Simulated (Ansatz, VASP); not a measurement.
## Al3BP4: VASP beside Ansatz

```xyz
8
Lattice="5.2832 0.0000 0.0000 0.0000 5.2832 0.0000 -2.6416 -2.6416 5.2372" Properties=species:S:1:pos:R:3 pbc="T T T"
Al    2.6416    0.0000    2.6186
Al    0.0000    2.6416    2.6186
Al    0.0000    0.0000    5.2372
B     0.0000    0.0000    0.0000
P    -1.4860   -1.4860    4.0437
P     1.4860    1.4860    4.0437
P     4.1276    1.1556    1.1936
P     1.1556    4.1276    1.1936
```

Alike in both runs: task single point; functional PBE; k mesh 4 × 4 × 4; occupations gaussian, width 0.1 eV; no spin polarisation.

|  | VASP | Ansatz |
| --- | --- | --- |
| version | VASP 6.6.1 | Ansatz 0.2.0 |
| potentials or method | VASP PAW PBE potentials, release 64 (Al, B, P), cutoff 520 eV | scalar-relativistic, plane waves, PAW |
| valence electrons in the cell | 32 | 32 |

Ansatz gave:

| Item | Value |
| --- | --- |
| gap on the k mesh at the Fermi level (eV) | 1.14 |
| least direct gap on the mesh (eV) | 1.14 |
| pressure (GPa) | 0.0 |
| rms of the force components (eV/Å) | 0.004 |

Q: Which values does VASP return?

A: gap on the k mesh at the Fermi level (eV): 1.13; least direct gap on the mesh (eV): 1.13; pressure (GPa): -0.1; rms of the force components (eV/Å): 0.004.

Atom by atom the forces differ by 0.000 eV/Å (rms over components).
